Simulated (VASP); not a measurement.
**Si8O: single point with PBE+D3(BJ)**

The system is Si8O, a slab with vacuum.

```xyz
9
Lattice="3.8155 0.0000 0.0000 0.0000 6.3129 0.0000 0.0000 0.0000 21.3319" Properties=species:S:1:pos:R:3 pbc="T T T"
Si    0.0000    5.9146    4.0000
Si    0.0000    3.5548    4.0000
Si    1.9078    2.7581    5.1014
Si    1.9078    0.3983    5.1014
Si    1.9078    5.8917    7.3178
Si    1.9078    3.5778    7.3178
Si    0.0000    2.6933    8.2319
Si    0.0000    0.4632    8.2319
O     1.9078    4.7976   10.4319
```

```
Program                : VASP 6.6.1
Task                   : single point
Functional             : PBE
Dispersion             : D3(BJ)
Potentials or basis    : VASP PAW PBE potentials, release 64 (Si, O)
Cutoff                 : 520 eV
k mesh                 : 7 × 4 × 1
Occupations            : gaussian, width 0.05 eV
Spin                   : collinear spin, ferromagnetic start
Starting moments       : [0.0, 0.0, 0.0, 0.0, 0.0, 0.0, 0.0, 0.0, 2.0] μB
Dipole correction      : yes
Further INCAR settings : ALGO = Normal; EDIFF = 1e-06; NBANDS = 33
```

* Largest force: 0.974 eV/Å
* Net moment: 1.84 μB per cell
* Site moments: Si +0.00, +0.01, +0.03, +0.02 (each value once); O +1.29 μB
* Valence electrons inside the program's atomic spheres: Si 1.64, 1.67, 1.70, 1.68 (each value once); O 4.61
* Dispersion energy per atom: -0.243 eV

Forces in eV/Å, atoms in the order of the input:
```
Si   0.000 -0.741  0.611
Si   0.000  0.747  0.626
Si   0.000 -0.014 -0.638
Si   0.000  0.003 -0.670
Si   0.000 -0.017  0.153
Si   0.000 -0.004  0.154
Si   0.000  0.337  0.201
Si   0.000 -0.342  0.265
O    0.000  0.031 -0.702
```

Levels at points of the mesh, in eV from the Fermi level:
Spin up:
```
           k point  band 17  band 18  band 19  band 20  band 21  band 22  band 23  band 24
(0.00, 0.00, 0.00)    -1.08    -0.90    -0.15     0.17     0.28     1.22     1.68     2.24
(0.00, 0.50, 0.00)    -1.13    -1.07    -0.97    -0.93     0.72     1.20     1.90     2.01
```
Spin down:
```
           k point  band 16  band 17  band 18  band 19  band 20  band 21
(0.00, 0.00, 0.00)    -0.73    -0.14     0.20     0.25     0.32     0.56
(0.00, 0.50, 0.00)    -1.08    -1.01    -0.30     0.21     0.25     0.80
```

Wall time 42 min on 1 thread of Intel Xeon 8259CL, on a shared host, peak memory 0.84 GiB.
